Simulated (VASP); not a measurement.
Set up this calculation in VASP 6.6.1, as the native input.

- Task: single point
- Functional: LDA
- Potentials or basis: VASP PAW LDA potentials, release 64 (Sc_sv)
- Cutoff: 520 eV
- k mesh: 20 × 20 × 20
- Occupations: fermi-dirac, width 0.1 eV
- Spin: no spin polarisation
- Dipole correction: no
- Further INCAR settings: ALGO = Normal; EDIFF = 1e-07; NBANDS = 12

The structure of Sc lies in POSCAR:

```
Sc
1.0
   -1.7855579777      1.7855579777      1.7855579777
    1.7855579777     -1.7855579777      1.7855579777
    1.7855579777      1.7855579777     -1.7855579777
Sc
1
Direct
    0.0000000000      0.0000000000      0.0000000000
```

One way to write it, as run:

INCAR

```
SYSTEM = Sc
PREC = Accurate ; ENCUT = 520
EDIFF = 1E-7 ; ISMEAR = -1
SIGMA = 0.1 ; LREAL = .FALSE.
LASPH = .TRUE. ; NELM = 100
ALGO = Normal ; ISIF = 2
LWAVE = .FALSE. ; LCHARG = .FALSE.
GGA = CA ; NBANDS = 12
```

KPOINTS

```
Automatic mesh
0
G
  20 20 20
  0 0 0
```

Potentials or basis: VASP PAW LDA potentials, release 64 (Sc_sv).

The run is started by

```sh
$ cat potpaw_LDA.64/Sc_sv/POTCAR > POTCAR
$ mpirun -np 1 vasp_std > vasp.out
```

Results of the run:

```yaml
Pressure: 0.0 GPa
```

Wall time 64 s on 1 thread of AMD EPYC 7R43 64-Core Processor (Zen 3) (shared host), peak memory 0.13 GiB.
